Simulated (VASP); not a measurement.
# TeAs (Fm-3m) in VASP: notebook, part 2 of 2

VASP 6.6.1.

## (3) Relaxation of cell and atoms, LDA

The input, INCAR:

```
PREC     = Accurate       # precision mode
ENCUT    = 600            # plane-wave cutoff, eV
EDIFF    = 1E-6           # SCF threshold, eV
ISMEAR   = -1             # smearing method
SIGMA    = 0.02           # smearing width, eV
LREAL    = F              # projectors in reciprocal space
LASPH    = T              # aspherical terms in the spheres
NELM     = 80             # most SCF steps
ALGO     = Normal         # electronic algorithm
ISIF     = 3              # what is computed and relaxed
LWAVE    = F              # write WAVECAR
LCHARG   = F              # write CHGCAR
IBRION   = 2              # ionic algorithm
NSW      = 80             # ionic steps
EDIFFG   = -0.03          # ionic threshold
```

The input, KPOINTS:

```
regular mesh
0
Gamma
  14 14 14
```

The input, POSCAR:

```
TeAs
1.0
    0.0000000000      2.9047461905      2.9047461905
    2.9047461905      0.0000000000      2.9047461905
    2.9047461905      2.9047461905      0.0000000000
Te As
1 1
Direct
    0.0000000000      0.0000000000      0.0000000000
    0.5000000000      0.5000000000      0.5000000000
```

Potentials or basis: VASP PAW LDA potentials, release 64 (Te, As).

Command:

```bash
$ cat potpaw_LDA.64/Te/POTCAR potpaw_LDA.64/As/POTCAR > POTCAR
$ mpirun -np 1 vasp_std > vasp.out
```

OUTCAR:

```text
PREC = Accurate
   ENCUT = 600
   EDIFF = 1E-6
   ISMEAR = -1
   LREAL = F
   LASPH = T
   NELM = 80
   ISIF = 3
   IBRION = 2
   NSW = 80
   EDIFFG = -0.03

 ion  position               nearest neighbor table
   1  0.000  0.000  0.000-   2 2.90   2 2.90   2 2.90   2 2.90   2 2.90   2 2.90
   2  0.500  0.500  0.500-   1 2.90   1 2.90   1 2.90   1 2.90   1 2.90   1 2.90

  LATTYP: Found a face centered cubic cell.
 ALAT       =     5.8094923810

  Lattice vectors:

 A1 = (   0.0000000000,   2.9047461905,   2.9047461905)
 A2 = (   2.9047461905,   0.0000000000,   2.9047461905)
 A3 = (   2.9047461905,   2.9047461905,   0.0000000000)

Analysis of symmetry for initial positions (statically):
=====================================================================
 Subroutine PRICEL returns:
 Original cell was already a primitive cell.

 Routine SETGRP: Setting up the symmetry group for a
 face centered cubic supercell.

 Subroutine GETGRP returns: Found 48 space group operations
 (whereof 48 operations were pure point group operations)
 out of a pool of 48 trial point group operations.

The static configuration has the point symmetry O_h .

Analysis of symmetry for dynamics (positions and initial velocities):
=====================================================================
 Subroutine PRICEL returns:
 Original cell was already a primitive cell.

 Routine SETGRP: Setting up the symmetry group for a
 face centered cubic supercell.

 Subroutine GETGRP returns: Found 48 space group operations
 (whereof 48 operations were pure point group operations)
 out of a pool of 48 trial point group operations.

The dynamic configuration has the point symmetry O_h .

 Subroutine INISYM returns: Found 48 space group operations
 (whereof 48 operations are pure point group operations),
 and found     1 'primitive' translations

----------------------------------------------------------------------------------------

                                     Primitive cell

  volume of cell :      49.0179

  direct lattice vectors                    reciprocal lattice vectors
     0.000000000  2.904746191  2.904746191    -0.172132079  0.172132079  0.172132079
     2.904746191  0.000000000  2.904746191     0.172132079 -0.172132079  0.172132079
     2.904746191  2.904746191  0.000000000     0.172132079  0.172132079 -0.172132079

  length of vectors
     4.107931458  4.107931458  4.107931458     0.298141506  0.298141506  0.298141506

  position of ions in fractional coordinates (direct lattice)
     0.000000000  0.000000000  0.000000000
     0.500000000  0.500000000  0.500000000

  ion indices of the primitive-cell ions
   primitive index   ion index
                 1           1
                 2           2

----------------------------------------------------------------------------------------

 KPOINTS: regular mesh

Automatic generation of k-mesh.
 Grid dimensions read from file:
 generate k-points for:   14   14   14

 Generating k-lattice:

  Cartesian coordinates                     Fractional coordinates (reciprocal lattice)
    -0.012295148  0.012295148  0.012295148     0.071428571  0.000000000  0.000000000
     0.012295148 -0.012295148  0.012295148     0.000000000  0.071428571  0.000000000
     0.012295148  0.012295148 -0.012295148     0.000000000  0.000000000  0.071428571

  Length of vectors
     0.021295822  0.021295822  0.021295822

  Shift w.r.t. Gamma in fractional coordinates (k-lattice)
     0.000000000  0.000000000  0.000000000

 Subroutine IBZKPT returns following result:
 ===========================================

 Found    104 irreducible k-points:

 Following reciprocal coordinates:
            Coordinates               Weight
  0.000000  0.000000  0.000000      1.000000
  0.071429  0.000000  0.000000      8.000000
  0.142857  0.000000  0.000000      8.000000
  0.214286  0.000000  0.000000      8.000000
  0.285714  0.000000  0.000000      8.000000
  0.357143  0.000000  0.000000      8.000000
[... 16 lines left out ...]
  0.214286  0.142857  0.000000     24.000000
  0.285714  0.142857  0.000000     24.000000
 [... further k-points ...]
   k-points           NKPTS =    104   k-points in BZ     NKDIM =    104   number of bands    NBANDS=      9
   number of dos      NEDOS =    301   number of ions     NIONS =      2
   total plane-waves  NPLWV =  46656
   dimension x,y,z NGX =    36 NGY =   36 NGZ =   36
   dimension x,y,z NGXF=    72 NGYF=   72 NGZF=   72
   ions per type =               1   1
   NGX,Y,Z   is equivalent  to a cutoff of  14.57, 14.57, 14.57 a.u.
   NGXF,Y,Z  is equivalent  to a cutoff of  29.14, 29.14, 29.14 a.u.
 SYSTEM =  unknown system
   PREC   = accura    normal or accurate (medium, high low for compatibility)
   ISTART =      0    job   : 0-new  1-cont  2-samecut
   ICHARG =      2    charge: 1-file 2-atom 10-const
   ISPIN  =      1    spin polarized calculation?
   LNONCOLLINEAR =      F non collinear calculations
   LSORBIT =      F    spin-orbit coupling
   LASPH  =      T    aspherical Exc in radial PAW
   ENCUT  =  600.0 eV  44.10 Ry    6.64 a.u.   8.20  8.20  8.20*2*pi/ulx,y,z
   NELM   =     80;   NELMIN=  2; NELMDL= -5     # of ELM steps
   EDIFF  = 0.1E-05   stopping-criterion for ELM
   LREAL  =      F    real-space projection
   EDIFFG = -.3E-01   stopping-criterion for IOM
   NSW    =     80    number of steps for IOM
   IBRION =      2    ionic relax: 0-MD 1-quasi-New 2-CG
   NFREE  =      1    steps in history (QN), initial steepest desc. (CG)
   ISIF   =      3    stress and relaxation
   ISYM   =      2    0-nonsym 1-usesym 2-fastsym
   POTIM  = 0.5000    time-step for ionic-motion
   TEBEG  =    0.0;   TEEND  =   0.0 temperature during run
   PSTRESS=    0.0 pullay stress
   NELECT =      11.0000    total number of electrons
   NUPDOWN=      -1.0000    fix difference up-down
   EMIN   =  10.00;   EMAX   =-10.00  energy-range for DOS
   EFERMI =   0.00;   METHOD = LEGACY
   ISMEAR =    -1;   SIGMA  =   0.02  broadening in eV -4-tet -1-fermi 0-gaus
   EFERMI_NEDOS =   21; number of points for ismear=-14 and -15
   IALGO  =     38    algorithm
   IMIX   =      4    mixing-type and parameters
     AMIX     =   0.40;   BMIX     =  1.00
     AMIX_MAG =   1.60;   BMIX_MAG =  1.00
  volume/ion in A,a.u.               =      24.51       165.39
  Fermi-wavevector in a.u.,A,eV,Ry     =   0.994842  1.879979 13.465836  0.989711
  Thomas-Fermi vector in A             =   2.126821
   LORBIT       =      0    0 simple, 1 ext, 2 COOP (PROOUT), +10 PAW based schemes
   GGA     = CA    functional components
   LHFCALC =     F    Hartree Fock is set to
   AEXX    =    0.0000 exact exchange contribution
   IVDW    =     0    specifies the selected vdW correction
   LEPSILON=     F    determine dielectric tensor
   LRPA    =     F    only Hartree local field effects (RPA)
 conjugate gradient relaxation of ions
 non-spin polarized calculation
  energy-cutoff  :      600.00
  volume of cell :       49.02
 maximum number of plane-waves:      1660
 NGX is ok and might be reduce to    36
   NGX = 17   NGY = 17   NGZ = 17

 number of electron      11.0000000 magnetization

 Free energy of the ion-electron system (eV)
  ---------------------------------------------------
  ext. energy  EPLUGINS =         0.00000000
  ---------------------------------------------------
  free energy    TOTEN  =        -9.07022136 eV

  energy without entropy =       -9.06932206  energy(sigma->0) =       -9.06977171

 E-fermi :   7.0915     XC(G=0): -10.2379

 val. band max:        7.0682057796   @ k =  -0.3571   0.3571   0.1429
 cond. band min:       7.1397915257   @ k =  -0.3571   0.1429   0.0000
 fundamental gap:      0.0715857462
 Fermi energy:         7.0915204645

 k-point     1 :       0.0000    0.0000    0.0000
  band No.  band energies     occupation
      1      -7.6078      2.00000
      2       0.3555      2.00000
      3       4.4109      2.00000
      4       4.4109      2.00000
      5       4.4109      2.00000
      6       9.5818      0.00000
      7       9.5818      0.00000
      8       9.5818      0.00000
      9      11.9630      0.00000
[... 265 lines left out ...]
 k-point    24 :       0.2857    0.1429    0.0000
  band No.  band energies     occupation
      1      -6.7529      2.00000
      2      -1.6828      2.00000
      3       3.6496      2.00000
      4       3.7939      2.00000
      5       5.0285      2.00000
      6       7.2845      0.00013
      7       9.2475      0.00000
      8       9.4085      0.00000
      9      10.9104      0.00000

 [... further k-points ...]

------------------------ aborting loop because EDIFF is reached ----------------------------------------

  FORCE on cell =-STRESS in cart. coord.  units (eV):
  Direction    XX          YY          ZZ          XY          YZ          ZX
  --------------------------------------------------------------------------------------
  -------------------------------------------------------------------------------------
  Total        0.0493687      0.0493687      0.0493687      0.0000000     -0.0000000     -0.0000000
  in kB        1.6136442      1.6136442      1.6136442      0.0000000     -0.0000000     -0.0000000
  external PRESSURE =       1.6136442 kB  Pullay stress =       0.0000000 kB

 VOLUME and BASIS-vectors are now :
 -----------------------------------------------------------------------------
  energy-cutoff  :      600.00
  volume of cell :       49.02
      direct lattice vectors                 reciprocal lattice vectors
     0.000000000  2.904746191  2.904746191    -0.172132079  0.172132079  0.172132079
     2.904746191  0.000000000  2.904746191     0.172132079 -0.172132079  0.172132079
     2.904746191  2.904746191  0.000000000     0.172132079  0.172132079 -0.172132079

 POSITION                                       TOTAL-FORCE (eV/Angst)
 -----------------------------------------------------------------------------------
      0.00000      0.00000      0.00000         0.000000      0.000000      0.000000
      2.90475      2.90475      2.90475        -0.000000     -0.000000     -0.000000
 -----------------------------------------------------------------------------------
    total drift:                                0.000000      0.000000      0.000000

  FREE ENERGIE OF THE ION-ELECTRON SYSTEM (eV)
  ---------------------------------------------------
  free  energy   TOTEN  =        -9.0702213597 eV

  energy  without entropy=       -9.0693220631  energy(sigma->0) =       -9.06977171

 reached required accuracy - stopping structural energy minimisation
```

Run time: 34 s. Hardware: 1 thread of Intel Xeon Platinum 8259CL at 2.50GHz (Skylake/Cascade Lake), shared host; peak memory 0.21 GiB.

Results:

- Free energy: -9.0702 eV
- Pressure after relaxing: 0.2 GPa

Final structure:
```xyz
2
Lattice="0.0000 2.9047 2.9047 2.9047 0.0000 2.9047 2.9047 2.9047 0.0000" Properties=species:S:1:pos:R:3 pbc="T T T"
Te    0.0000    0.0000    0.0000
As    2.9047    2.9047    2.9047
```

Levels at points of the mesh, in eV from the Fermi level:
```tsv
k point	band 2	band 3	band 4	band 5	band 6	band 7	band 8	band 9
(0.00, 0.00, 0.00)	-6.74	-2.68	-2.68	-2.68	2.49	2.49	2.49	4.87
(0.50, 0.00, 0.00)	-11.58	-1.76	-1.76	-1.30	-1.30	-1.24	-0.48	8.55
(0.50, 0.50, 0.00)	-9.52	-6.87	-4.68	-4.68	1.92	4.40	4.40	6.21
```

Caveat: the relaxation stopped at its first step, so nothing moved; spin-orbit coupling is left out, which moves the levels of the heavy elements.
